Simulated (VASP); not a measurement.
**SrTlI3: single point with r2SCAN**

SrTlI3:

```
Tl Sr I
1.0
     6.39245    0.00000    0.00000
     0.00000    6.39245    0.00000
     0.00000    0.00000    6.34662
Tl Sr I
1 1 3
Direct
  0.00000 0.00000 0.00000
  0.50000 0.50000 0.50000
  0.50000 0.50000 0.00000
  0.50000 0.00000 0.50000
  0.00000 0.50000 0.50000
```

This cell differs from its parent crystal: epitaxial xy strain +0.5%.

```yaml
Program: VASP 6.6.1
Task: single point
Functional: r2SCAN
Potentials_or_basis: VASP PAW PBE potentials, release 64 (Tl_d, Sr_sv, I)
Cutoff: 520 eV
k_mesh: 4 × 4 × 4
Occupations: gaussian, width 0.01 eV
Spin: no spin polarisation
Dipole_correction: no
Further_INCAR_settings: ALGO = Normal; EDIFF = 1e-06; NBANDS = 30
```

```yaml
Pressure: -0.1 GPa
Band_gap_on_the_k_mesh: 2.90 eV (least direct gap 3.22 eV)
```

Stress tensor (GPa, compression positive):
```
-0.16  0.00  0.00
 0.00 -0.16  0.00
 0.00  0.00  0.07
```

Levels at points of the mesh, in eV from the valence-band top:
```
           k point  band 18  band 19  band 20  band 21  band 22  band 23  band 24  band 25  band 26  band 27
(0.00, 0.00, 0.00)    -0.54    -0.53    -0.33    -0.33    -0.32     3.96     3.96     3.97     4.67     4.67
(0.50, 0.00, 0.00)    -0.90    -0.80    -0.64    -0.37    -0.36     2.91     3.61     3.62     4.77     5.96
(0.50, 0.50, 0.00)    -0.92    -0.92    -0.84    -0.84    -0.02     3.23     3.52     3.52     5.99     5.99
(0.00, 0.00, 0.50)    -0.92    -0.79    -0.64    -0.37    -0.37     2.90     3.60     3.60     4.78     5.93
(0.50, 0.00, 0.50)    -0.92    -0.92    -0.86    -0.84     0.00     3.22     3.53     3.54     6.01     6.04
(0.50, 0.50, 0.50)    -1.37    -1.35    -0.01     0.00     0.00     3.91     3.91     3.92     6.38     6.38
```

It took 11 min on 1 thread of Oxide Virtual Turin-like Processor (shared host), peak memory 0.42 GiB.

Caveat: the cell differs from its parent crystal (epitaxial xy strain +0.5%); the PAW data sets were made with another functional, which shifts forces and pressure a little; spin-orbit coupling is left out, which moves the levels of the heavy elements. A k mesh can miss the band edges.
